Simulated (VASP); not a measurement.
BeTe (fl.b): relaxation of cell and atoms with LDA

The system is BeTe (fl.b).

```
Be Te
1.0
     0.00000    2.81000    2.81000
     2.81000    0.00000    2.81000
     2.81000    2.81000    0.00000
Be Te
1 1
Direct
  0.00000 0.00000 0.00000
  0.25000 0.25000 0.25000
```

```
Program                : VASP 6.6.1
Task                   : relaxation of cell and atoms
Functional             : LDA
Potentials or basis    : VASP PAW LDA potentials, release 64 (Be, Te)
Cutoff                 : 600 eV
k mesh                 : 8 × 8 × 8
Occupations            : gaussian, width 0.02 eV
Spin                   : no spin polarisation
Dipole correction      : no
Further INCAR settings : ALGO = Normal; EDIFF = 1e-07; IBRION = 2; EDIFFG = -0.002; NSW = 100; ISIF = 3
```

```
Relaxed volume                         : 21.51 Å³/atom
Relaxed cell                           : a = 3.933 Å, b = 3.933 Å, c = 3.933 Å, α = 60.00°, β = 60.00°, γ = 60.00°
Space group after relaxing (to 0.05 Å) : F-43m (No. 216)
Energy gained by relaxing              : 4.0 meV/atom
Ionic steps                            : 3
Pressure after relaxing                : 0.0 GPa
Band gap on the k mesh                 : 1.78 eV, indirect (least direct gap 3.55 eV)
```

Step by step:
```tsv
step	energy change (eV)	largest force (eV/Å)	pressure (GPa)	volume (Å³)
1	0.0000	0.0000	-1.86	44.38
2	-0.0077	0.0000	0.42	42.75
3	-0.0080	0.0000	0.01	43.02
```

Final structure:
```
Be Te
1.0
     0.00000    2.78114    2.78114
     2.78114    0.00000    2.78114
     2.78114    2.78114    0.00000
Be Te
1 1
Direct
  0.00000 0.00000 0.00000
  0.25000 0.25000 0.25000
```

Levels at points of the mesh, in eV from the valence-band top:
```tsv
k point	band 1	band 2	band 3	band 4	band 5	band 6	band 7	band 8
(0.00, 0.00, 0.00)	-12.57	0.00	0.00	0.00	3.55	3.55	3.55	4.00
(0.50, 0.00, 0.00)	-11.14	-5.78	-1.19	-1.19	3.15	4.54	4.54	7.64
(0.50, 0.50, 0.00)	-10.62	-5.28	-2.79	-2.79	1.78	2.60	9.83	9.83
```

Wall time 9.2 s on 1 thread of Intel(R) Xeon(R) 6975P-C (Granite Rapids), with other jobs on the host, peak memory 0.16 GiB.

Caveat: spin-orbit coupling is left out, which moves the levels of the heavy elements. A k mesh can miss the band edges.
